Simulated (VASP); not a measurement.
# Y2BN3 (P3m1) in VASP: single point with PBE

Aim: the single point of Y2BN3 with PBE.

Everything below comes from runs of VASP 6.6.1. Logs are shortened: lines on timing, memory, paths and dates and some standing lists are left out, and cuts for length are marked.

**1. The cell of the first run**

It takes space group P3m1 (No. 156, trigonal). Conventional cell: a = 3.444 Å, b = 3.444 Å, c = 6.863 Å, α = 90.00°, β = 90.00°, γ = 120.00°. Y (site symmetry 3m) has 9 N at 2.54 to 2.73 Å and 3 B at 2.71 Å and 1 Y at 3.15 Å within 3.3 Å. Y (site symmetry 3m) has 9 N at 2.53 to 2.71 Å and 3 B at 2.72 Å and 1 Y at 3.15 Å within 3.3 Å. B (site symmetry 3m) has 3 N at 1.99 Å within 2.6 Å. Within 2.6 Å of N (site symmetry 3m) lie 3 B at 1.99 Å. N (site symmetry 3m) has 3 N at 1.99 Å and 6 Y at 2.54 Å within 2.6 Å. Within 2.6 Å of N (site symmetry 3m) lie 3 N at 1.99 Å and 6 Y at 2.53 to 2.54 Å.

**2. Single point, PBE**

Contents of INCAR:

```
PREC = Accurate
ENCUT = 520
EDIFF = 1E-6
ISMEAR = 0
SIGMA = 0.15
LREAL = F
LASPH = T
NELM = 100
ALGO = Normal
ISIF = 2
LWAVE = F
LCHARG = F
GGA = PE
NBANDS = 29
```

Contents of KPOINTS:

```
Automatic mesh
0
Gamma
  4 4 2
```

Contents of POSCAR:

```
Y2BN3
1.0
    3.4442165471      0.0000000026      0.0000000000
   -1.7221082758      2.9827790246      0.0000000000
    0.0000000000      0.0000000000      6.8629062964
Y B N
2 1 3
Direct
    0.3333333333      0.6666666667      0.7702202319
    0.3333333333      0.6666666667      0.2296563093
    0.0000000000      0.0000000000      0.5011013399
    0.6666666667      0.3333333333      0.4985421832
    0.6666666667      0.3333333333     -0.0002390847
    0.0000000000      0.0000000000      1.0007180304
```

Potentials or basis: VASP PAW PBE potentials, release 64 (Y_sv, B, N).

Started as:

```sh
$ cat potpaw_PBE.64/Y_sv/POTCAR potpaw_PBE.64/B/POTCAR potpaw_PBE.64/N/POTCAR > POTCAR
$ mpirun -np 1 vasp_std > vasp.out
```

OUTCAR:

```text
PREC = Accurate
   ENCUT = 520
   EDIFF = 1E-6
   ISMEAR = 0
   LREAL = F
   LASPH = T
   NELM = 100
   ISIF = 2
   GGA = PE

 ion  position               nearest neighbor table
   1  0.333  0.667  0.770-   5 2.54   5 2.54   5 2.54   6 2.54   6 2.54   6 2.54   3 2.71   3 2.71
                             3 2.71   4 2.73   4 2.73   4 2.73   2 3.15   2 3.71
   2  0.333  0.667  0.230-   6 2.53   6 2.53   6 2.53   5 2.54   5 2.54   5 2.54   4 2.71   4 2.71
                             4 2.71   3 2.72   3 2.72   3 2.72   1 3.15   1 3.71
   3  0.000  0.000  0.501-   1 2.71   1 2.71   1 2.71   2 2.72   2 2.72   2 2.72
   4  0.667  0.333  0.499-   2 2.71   2 2.71   2 2.71   1 2.73   1 2.73   1 2.73
   5  0.667  0.333  1.000-   1 2.54   1 2.54   1 2.54   2 2.54   2 2.54   2 2.54
   6  0.000  0.000  0.001-   2 2.53   2 2.53   2 2.53   1 2.54   1 2.54   1 2.54

  LATTYP: Found a hexagonal cell.
 ALAT       =     3.4442165471
 C/A-ratio  =     1.9925885038

  Lattice vectors:

 A1 = (   3.4442165471,   0.0000000026,   0.0000000000)
 A2 = (  -1.7221082758,   2.9827790246,   0.0000000000)
 A3 = (   0.0000000000,   0.0000000000,   6.8629062964)

Analysis of symmetry for initial positions (statically):
=====================================================================
 Subroutine PRICEL returns:
 Original cell was already a primitive cell.

 Routine SETGRP: Setting up the symmetry group for a
 hexagonal supercell.

 Subroutine GETGRP returns: Found  6 space group operations
 (whereof  6 operations were pure point group operations)
 out of a pool of 24 trial point group operations.

The static configuration has the point symmetry C_3v.

Analysis of symmetry for dynamics (positions and initial velocities):
=====================================================================
 Subroutine PRICEL returns:
 Original cell was already a primitive cell.

 Routine SETGRP: Setting up the symmetry group for a
 hexagonal supercell.

 Subroutine GETGRP returns: Found  6 space group operations
 (whereof  6 operations were pure point group operations)
 out of a pool of 24 trial point group operations.

The dynamic configuration has the point symmetry C_3v.

 Subroutine INISYM returns: Found  6 space group operations
 (whereof  6 operations are pure point group operations),
 and found     1 'primitive' translations

----------------------------------------------------------------------------------------

                                     Primitive cell

  volume of cell :      70.5049

  direct lattice vectors                    reciprocal lattice vectors
     3.444216547  0.000000003  0.000000000     0.290341791  0.167628911  0.000000000
    -1.722108276  2.982779025  0.000000000    -0.000000000  0.335257822  0.000000000
     0.000000000  0.000000000  6.862906296     0.000000000  0.000000000  0.145710863

  length of vectors
     3.444216547  3.444216547  6.862906296     0.335257822  0.335257822  0.145710863

  position of ions in fractional coordinates (direct lattice)
     0.333333333  0.666666667  0.770220232
     0.333333333  0.666666667  0.229656309
     0.000000000  0.000000000  0.501101340
     0.666666667  0.333333333  0.498542183
     0.666666667  0.333333333  0.999760915
     0.000000000  0.000000000  0.000718030

  ion indices of the primitive-cell ions
   primitive index   ion index
                 1           1
                 2           2
                 3           3
                 4           4
                 5           5
                 6           6

----------------------------------------------------------------------------------------

 KPOINTS: Automatic mesh

Automatic generation of k-mesh.
 Grid dimensions read from file:
 generate k-points for:    4    4    2

 Generating k-lattice:

  Cartesian coordinates                     Fractional coordinates (reciprocal lattice)
     0.072585448  0.041907228  0.000000000     0.250000000  0.000000000  0.000000000
    -0.000000000  0.083814456  0.000000000     0.000000000  0.250000000  0.000000000
     0.000000000  0.000000000  0.072855432     0.000000000  0.000000000  0.500000000

  Length of vectors
     0.083814456  0.083814456  0.072855432

  Shift w.r.t. Gamma in fractional coordinates (k-lattice)
     0.000000000  0.000000000  0.000000000

 Subroutine IBZKPT returns following result:
 ===========================================

 Found      8 irreducible k-points:

 Following reciprocal coordinates:
            Coordinates               Weight
  0.000000  0.000000  0.000000      1.000000
  0.250000  0.000000  0.000000      6.000000
  0.500000  0.000000  0.000000      3.000000
  0.250000  0.250000  0.000000      6.000000
  0.000000  0.000000  0.500000      1.000000
  0.250000  0.000000  0.500000      6.000000
  0.500000  0.000000  0.500000      3.000000
  0.250000  0.250000  0.500000      6.000000
   k-points           NKPTS =      8   k-points in BZ     NKDIM =      8   number of bands    NBANDS=     29
   number of dos      NEDOS =    301   number of ions     NIONS =      6
   total plane-waves  NPLWV =  42336
   dimension x,y,z NGX =    28 NGY =   28 NGZ =   54
   dimension x,y,z NGXF=    56 NGYF=   56 NGZF=  108
   ions per type =               2   1   3
   NGX,Y,Z   is equivalent  to a cutoff of  13.52, 13.52, 13.08 a.u.
   NGXF,Y,Z  is equivalent  to a cutoff of  27.03, 27.03, 26.16 a.u.
 SYSTEM =  unknown system
   PREC   = accura    normal or accurate (medium, high low for compatibility)
   ISTART =      0    job   : 0-new  1-cont  2-samecut
   ICHARG =      2    charge: 1-file 2-atom 10-const
   ISPIN  =      1    spin polarized calculation?
   LNONCOLLINEAR =      F non collinear calculations
   LSORBIT =      F    spin-orbit coupling
   LASPH  =      T    aspherical Exc in radial PAW
   ENCUT  =  520.0 eV  38.22 Ry    6.18 a.u.   6.40  6.40 12.76*2*pi/ulx,y,z
   NELM   =    100;   NELMIN=  2; NELMDL= -5     # of ELM steps
   EDIFF  = 0.1E-05   stopping-criterion for ELM
   LREAL  =      F    real-space projection
   EDIFFG = 0.1E-04   stopping-criterion for IOM
   NSW    =      0    number of steps for IOM
   IBRION =     -1    ionic relax: 0-MD 1-quasi-New 2-CG
   NFREE  =      0    steps in history (QN), initial steepest desc. (CG)
   ISIF   =      2    stress and relaxation
   ISYM   =      2    0-nonsym 1-usesym 2-fastsym
   POTIM  = 0.5000    time-step for ionic-motion
   TEBEG  =    0.0;   TEEND  =   0.0 temperature during run
   PSTRESS=    0.0 pullay stress
   NELECT =      40.0000    total number of electrons
   NUPDOWN=      -1.0000    fix difference up-down
   EMIN   =  10.00;   EMAX   =-10.00  energy-range for DOS
   EFERMI =   0.00;   METHOD = LEGACY
   ISMEAR =     0;   SIGMA  =   0.15  broadening in eV -4-tet -1-fermi 0-gaus
   EFERMI_NEDOS =   21; number of points for ismear=-14 and -15
   IALGO  =     38    algorithm
   IMIX   =      4    mixing-type and parameters
     AMIX     =   0.40;   BMIX     =  1.00
     AMIX_MAG =   1.60;   BMIX_MAG =  1.00
  volume/ion in A,a.u.               =      11.75        79.30
  Fermi-wavevector in a.u.,A,eV,Ry     =   1.355257  2.561064 24.990110  1.836721
  Thomas-Fermi vector in A             =   2.482360
   LORBIT       =      0    0 simple, 1 ext, 2 COOP (PROOUT), +10 PAW based schemes
   GGA     = PE    functional components
   LHFCALC =     F    Hartree Fock is set to
   AEXX    =    0.0000 exact exchange contribution
   IVDW    =     0    specifies the selected vdW correction
   LEPSILON=     F    determine dielectric tensor
   LRPA    =     F    only Hartree local field effects (RPA)
 non-spin polarized calculation
 Gauss-broadening in eV      SIGMA  =   0.15
  energy-cutoff  :      520.00
  volume of cell :       70.50
 maximum number of plane-waves:      1910
 NGX is ok and might be reduce to    28
   NGX = 13   NGY = 13   NGZ = 25

 number of electron      40.0000003 magnetization

 Free energy of the ion-electron system (eV)
  ---------------------------------------------------
  ext. energy  EPLUGINS =         0.00000000
  ---------------------------------------------------
  free energy    TOTEN  =       -43.82819805 eV

  energy without entropy =      -43.80255722  energy(sigma->0) =      -43.81537764

 E-fermi :   6.0792     XC(G=0): -11.7526

 val. band max:        6.0301990930   @ k =   0.2500   0.2500   0.5000
 cond. band min:       6.5514869832   @ k =   0.2500   0.0000   0.5000
 fundamental gap:      0.5212878901
 Fermi energy:         6.0791873102

 k-point     1 :       0.0000    0.0000    0.0000
  band No.  band energies     occupation
      1     -36.0399      2.00000
      2     -35.9701      2.00000
      3     -16.9591      2.00000
      4     -15.8914      2.00000
      5     -15.7690      2.00000
      6     -15.7690      2.00000
[... 21 lines left out ...]
     28      10.6590      0.00000
     29      10.8558      0.00000

 k-point     2 :       0.2500    0.0000    0.0000
  band No.  band energies     occupation
      1     -35.9980      2.00000
      2     -35.9317      2.00000
      3     -16.7487      2.00000
      4     -16.2633      2.00000
      5     -16.0555      2.00000
      6     -15.8613      2.00000
[... 21 lines left out ...]
     28      10.5948      0.00000
     29      10.8124      0.00000

 k-point     3 :       0.5000    0.0000    0.0000
  band No.  band energies     occupation
      1     -35.9555      2.00000
      2     -35.8928      2.00000
      3     -16.7244      2.00000
      4     -16.4770      2.00000
      5     -16.3975      2.00000
      6     -15.9513      2.00000
[... 126 lines left out ...]
      5     -16.3313      2.00000
      6     -15.9306      2.00000
[... 21 lines left out ...]
     28      11.5935      0.00000
     29      12.0371      0.00000

 k-point     8 :       0.2500    0.2500    0.5000
  band No.  band energies     occupation
      1     -35.9470      2.00000
      2     -35.9016      2.00000
      3     -16.5289      2.00000
      4     -16.3213      2.00000
      5     -16.3010      2.00000
      6     -16.1242      2.00000
[... 21 lines left out ...]
     28      11.2423      0.00000
     29      12.1060      0.00000

------------------------ aborting loop because EDIFF is reached ----------------------------------------

  FORCE on cell =-STRESS in cart. coord.  units (eV):
  Direction    XX          YY          ZZ          XY          YZ          ZX
  --------------------------------------------------------------------------------------
  -------------------------------------------------------------------------------------
  Total       -0.1473875     -0.1473875      0.1548490     -0.0000000     -0.0000000      0.0000000
  in kB       -3.3492819     -3.3492819      3.5188397     -0.0000000     -0.0000000      0.0000000
  external PRESSURE =      -1.0599081 kB  Pullay stress =       0.0000000 kB

 VOLUME and BASIS-vectors are now :
 -----------------------------------------------------------------------------
  energy-cutoff  :      520.00
  volume of cell :       70.50
      direct lattice vectors                 reciprocal lattice vectors
     3.444216547  0.000000003  0.000000000     0.290341791  0.167628911  0.000000000
    -1.722108276  2.982779025  0.000000000    -0.000000000  0.335257822  0.000000000
     0.000000000  0.000000000  6.862906296     0.000000000  0.000000000  0.145710863

 POSITION                                       TOTAL-FORCE (eV/Angst)
 -----------------------------------------------------------------------------------
     -0.00000      1.98852      5.28595        -0.000000      0.000000     -0.059933
     -0.00000      1.98852      1.57611         0.000000      0.000000      0.072853
      0.00000      0.00000      3.43901         0.000000      0.000000     -0.026581
      1.72211      0.99426      3.42145         0.000000     -0.000000      0.016038
      1.72211      0.99426      6.86127        -0.000000      0.000000      0.019082
      0.00000      0.00000      0.00493         0.000000      0.000000     -0.021459
 -----------------------------------------------------------------------------------
    total drift:                               -0.000000      0.000000     -0.000083

  FREE ENERGIE OF THE ION-ELECTRON SYSTEM (eV)
  ---------------------------------------------------
  free  energy   TOTEN  =       -43.8281980541 eV

  energy  without entropy=      -43.8025572231  energy(sigma->0) =      -43.81537764
```

It took 38 s on 1 thread of AMD EPYC 7R43 (Zen 3), shared host; peak memory 0.18 GiB.

Results:

```yaml
Free_energy: -43.8282 eV
Pressure: -0.1 GPa
Largest_force: 0.073 eV/Å
Band_gap_on_the_k_mesh: zero (band 20 reaches 6.03 eV, above the bottom of band 21 at 5.39 eV)
```

Forces in eV/Å, atoms in the order of the input:
```
Y    0.000  0.000 -0.060
Y    0.000  0.000  0.073
B    0.000  0.000 -0.027
N    0.000  0.000  0.016
N    0.000  0.000  0.019
N    0.000  0.000 -0.021
```

Levels at points of the mesh, in eV from the Fermi level:
```
           k point  band 17  band 18  band 19  band 20  band 21  band 22  band 23  band 24
(0.00, 0.00, 0.00)    -3.57    -2.56    -1.02    -1.02    -0.69    -0.23     2.22     2.22
(0.50, 0.00, 0.00)    -3.62    -3.31    -1.00    -0.11     1.67     2.35     2.37     3.74
(0.00, 0.00, 0.50)    -4.01    -2.30    -0.82    -0.82    -0.06     0.58     1.40     1.40
(0.50, 0.00, 0.50)    -3.51    -3.45    -1.53    -0.73     1.79     2.39     3.28     4.19
```

Caveat: the k points lie up to 0.53 Å⁻¹ apart.
